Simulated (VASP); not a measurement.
Here is a VASP 6.6.1 calculation.

The input INCAR:

```
SYSTEM = C
PREC = Accurate
ENCUT = 520
EDIFF = 1E-6
ISMEAR = 0
SIGMA = 0.05
LREAL = .FALSE.
LASPH = .TRUE.
NELM = 100
ALGO = Normal
ISIF = 2
LWAVE = .FALSE.
LCHARG = .FALSE.
GGA = PE
NBANDS = 11
```

The input KPOINTS:

```
regular mesh
0
G
  12 12 12
  0 0 0
```

POSCAR

```
C
1.0
    0.0000000000      2.0224671890      1.8483474972
    1.4867142913      0.0000000000      1.8483474972
    1.4867142913      2.0224671890      0.0000000000
C
2
Direct
    0.5000000000      0.5000000000      0.5000000000
    0.7500000000      0.7500000000      0.7500000000
```

Potentials or basis: VASP PAW PBE potentials, release 64 (C).

Launch:

```bash
$ cat potpaw_PBE.64/C/POTCAR > POTCAR
$ mpirun -np 1 vasp_std > vasp.out
```

(1) What does it give for the band gap on the k mesh?

(2) Estimate the pressure.

Results:

(1) zero (band 4 reaches 12.25 eV, above the bottom of band 5 at 10.33 eV).

(2) 12.5 GPa.

Caveat: the cell differs from its parent crystal (strain +e along x and -e along y -0.1500, strain +e along z and -e/2 along x and y +0.0350).
